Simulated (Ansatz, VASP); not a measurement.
# CuPtSO: VASP beside Ansatz

The input POSCAR:

```
CuPtSO
1.0
    3.5839006900      0.0000000000      0.0000000000
    0.0000000000      3.5839006900      0.0000000000
    0.0000000000      0.0000000000      7.7063554700
Pt Cu O S
2 2 2 2
Direct
    0.2500000000      0.2500000000      0.1444000000
    0.7500000000      0.7500000000      0.8556000000
    0.2500000000      0.7500000000      0.5000000000
    0.7500000000      0.2500000000      0.5000000000
    0.2500000000      0.7500000000      0.0000000000
    0.7500000000      0.2500000000      0.0000000000
    0.2500000000      0.2500000000      0.6660000000
    0.7500000000      0.7500000000      0.3340000000
```

INCAR.step1

```
PREC = Accurate
ENCUT = 520
ISMEAR = -1
SIGMA = 0.1
LREAL = F
LASPH = T
NELM = 150
ISPIN = 2
MAGMOM = 0 0 0 0 0 0 0 0
LMAXMIX = 4
NBANDS = 47
GGA = PE
ALGO = Normal
EDIFF = 1E-4
LWAVE = T
LCHARG = F
```

The input INCAR.step2:

```
PREC = Accurate
ENCUT = 520
EDIFF = 1E-7
ISMEAR = -1
SIGMA = 0.1
LREAL = F
LASPH = T
NELM = 150
ALGO = Normal
ISIF = 2
LWAVE = F
LCHARG = F
ISPIN = 2
MAGMOM = 0 0 0 0 0 0 0 0
LORBIT = 11
LMAXMIX = 4
METAGGA = R2SCAN
LMIXTAU = T
NBANDS = 47
ISTART = 1
```

Contents of KPOINTS:

```
Automatic mesh
0
Gamma
  5 5 3
```

Input for Ansatz:

```yaml
crystal:
  lattice:
    - [3.58390069, 0.0, 0.0]
    - [0.0, 3.58390069, 0.0]
    - [0.0, 0.0, 7.70635547]
  atoms:
    - { symbol: Pt, position: [0.25, 0.25, 0.1444] }
    - { symbol: Pt, position: [0.75, 0.75, 0.8556] }
    - { symbol: Cu, position: [0.25, 0.75, 0.5] }
    - { symbol: Cu, position: [0.75, 0.25, 0.5] }
    - { symbol: O, position: [0.25, 0.75, 0.0] }
    - { symbol: O, position: [0.75, 0.25, 0.0] }
    - { symbol: S, position: [0.25, 0.25, 0.666] }
    - { symbol: S, position: [0.75, 0.75, 0.334] }
kpoints:
  mp_grid: { grid: [5, 5, 3], shift: [0, 0, 0] }
magnetization:
  spin_polarized: true
scf:
  occupations: { method: fermi_dirac }
hamiltonian:
  pseudopotentials: { kind: paw }
  xc: r2scan
basis:
  ecutwfc: 500
output:
  forces: true
  stress: true
  eigenvalues: true
```

Alike in both runs: task single point; functional r2SCAN; k mesh 5 × 5 × 3; collinear spin.

|  | VASP | Ansatz |
| --- | --- | --- |
| version | VASP 6.6.1 | Ansatz 0.2.0 |
| potentials or method | VASP PAW PBE potentials, release 64 (Pt, Cu, O, S), cutoff 520 eV | PAW plane waves |
| occupations | fermi-dirac, width 0.1 eV | fermi-dirac |
| valence electrons in the cell | 66 | 98 |

|  | VASP | Ansatz | Ansatz less VASP |
| --- | --- | --- | --- |
| gap on the k mesh at the Fermi level (eV) | none | none | - |
| pressure (GPa) | 21.2 | 20.8 | -0.39 |
| traceless stress, the component that is largest in VASP (GPa) | -6.43 | -6.31 | +0.121 |
| rms of the force components (eV/Å) | 0.800 | 0.806 | +0.0069 |
| net moment per atom (μB) | 0.00 | 0.00 | 0.000 |

VASP's potentials were made for PBE, not for r2SCAN. Atom by atom the forces differ by 0.032 eV/Å (rms over components). A gap of «none» marks a metal or a gap that the smearing closes. VASP's potentials hold 66 valence electrons a cell and Ansatz's 98, so a difference there can come from the potentials and not from the codes. Ansatz's warnings: no starting moments.

Spin-orbit coupling is off throughout.
